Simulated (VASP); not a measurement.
A run of VASP 6.6.1 is set up as follows.

The input INCAR:

```
SYSTEM = Al3Ga3As5P
  PREC = Accurate
  ENCUT = 520
  EDIFF = 1E-7
  ISMEAR = 0
  SIGMA = 0.1
  LREAL = Auto
  LASPH = .TRUE.
  NELM = 60
  ALGO = Normal
  ISIF = 2
  LWAVE = .FALSE.
  LCHARG = .FALSE.
  GGA = PE
  ISYM = 0
  NBANDS = 96
```

KPOINTS

```
Automatic mesh
0
Gamma
  2 2 2
  0.5 0.5 0.5
```

File POSCAR:

```
Al3Ga3As5P
1.0
   -5.7067140840     -5.6192762791      0.0332156403
   -0.0332815864      5.6193422252      5.7079451694
   -5.7251141093      5.6708919446     -5.7262133024
Al P Ga As
6 2 6 10
Direct
    0.8411970523      0.1698436819      0.6607905300
    0.3301012883      0.1712278287      0.6644612066
    0.5004209668      0.4982845511      1.0089453413
    0.8328050192      0.6663350857      0.6671377472
    0.3310714828      0.6587225500      0.6650237573
    0.1679080466      0.8321513697      0.3343715093
    0.1675148032      0.3348810933      0.5814540615
    0.4979910825      0.4998821582      0.2513405323
    0.4991669285      0.9994596654     -0.0039968800
    1.0001839311      1.0011343736      1.0006362044
    0.6634974404      0.3375298025      0.3312493974
    0.1726652194      0.3359091708      0.3370011507
    1.0018944931      0.5003331079     -0.0001045288
    0.6638017812      0.8271060645      0.3301768719
    0.3325748900      0.1702491709      0.9153498511
    0.8340365801      0.1680899244      0.9120956649
    0.6656030945      0.3340974017      0.5825121037
    1.0000579547      0.4998346211      0.2507253104
    0.3354919552      0.6633299396      0.9158630493
    0.8310624113      0.6665014594      0.9185359054
    0.6655778322      0.8328839449      0.5816318962
    0.1671310042      0.8337609484      0.5851409291
    0.4994545015      0.0014127836      0.2474403269
    0.0016171674      0.0003581012      0.2510512154
```

Potentials or basis: VASP PAW PBE potentials, release 64 (Al, P, Ga_d, As).

Launch:

```sh
$ cat potpaw_PBE.64/Al/POTCAR potpaw_PBE.64/P/POTCAR potpaw_PBE.64/Ga_d/POTCAR potpaw_PBE.64/As/POTCAR > POTCAR
$ mpirun -np 1 vasp_std > vasp.out
```

(1) What does it give for the largest force?

(2) Predict the pressure.

## Answers

(1) 0.046 eV/Å.

(2) 0.1 GPa.
